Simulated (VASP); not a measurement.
Set up this calculation in VASP 6.6.1, as the native input.

```yaml
Task: relaxation of cell and atoms
Functional: PBEsol
Potentials_or_basis: VASP PAW PBE potentials, release 64 (Te, Sn_d)
Cutoff: 600 eV
k_mesh: 7 × 7 × 7
Occupations: fermi-dirac, width 0.05 eV
Spin: no spin polarisation
Dipole_correction: no
Further_INCAR_settings: ALGO = Normal; EDIFF = 1e-06; IBRION = 2; EDIFFG = -0.02; NSW = 80; ISIF = 3
```

The structure of SnTe lies in POSCAR:

```
SnTe
1.0
    0.0000000000      3.1508500000      3.1508500000
    3.1508500000      0.0000000000      3.1508500000
    3.1508500000      3.1508500000      0.0000000000
Te Sn
1 1
Direct
    0.5000000000      0.5000000000      0.5000000000
    0.0000000000      0.0000000000      0.0000000000
```

These files were run (other wordings do the same):

INCAR

```
PREC     = Accurate       # precision mode
ENCUT    = 600            # plane-wave cutoff, eV
EDIFF    = 1E-6           # SCF threshold, eV
ISMEAR   = -1             # smearing method
SIGMA    = 0.05           # smearing width, eV
LREAL    = F              # projectors in reciprocal space
LASPH    = T              # aspherical terms in the spheres
NELM     = 100            # most SCF steps
ALGO     = Normal         # electronic algorithm
ISIF     = 3              # what is computed and relaxed
LWAVE    = F              # write WAVECAR
LCHARG   = F              # write CHGCAR
GGA      = PS             # functional
IBRION   = 2              # ionic algorithm
NSW      = 80             # ionic steps
EDIFFG   = -0.02          # ionic threshold
```

KPOINTS

```
Automatic mesh
0
Gamma
  7 7 7
```

Potentials or basis: VASP PAW PBE potentials, release 64 (Te, Sn_d).

Command:

```bash
$ cat potpaw_PBE.64/Te/POTCAR potpaw_PBE.64/Sn_d/POTCAR > POTCAR
$ mpirun -np 1 vasp_std > vasp.out
```

Results of the run:

```
Relaxed volume                         : 31.05 Å³/atom
Relaxed cell                           : a = 4.445 Å, b = 4.445 Å, c = 4.445 Å, α = 60.00°, β = 60.00°, γ = 60.00°
Space group after relaxing (to 0.05 Å) : Fm-3m (No. 225)
Energy gained by relaxing              : 0.3 meV/atom
Ionic steps                            : 3
Pressure after relaxing                : 0.0 GPa
```

Caveat: the PAW data sets were made with another functional, which shifts forces and pressure a little.

Wall time 25 s on 1 thread of Intel(R) Xeon(R) 6975P-C (Granite Rapids), with other jobs on the host, peak memory 0.21 GiB.
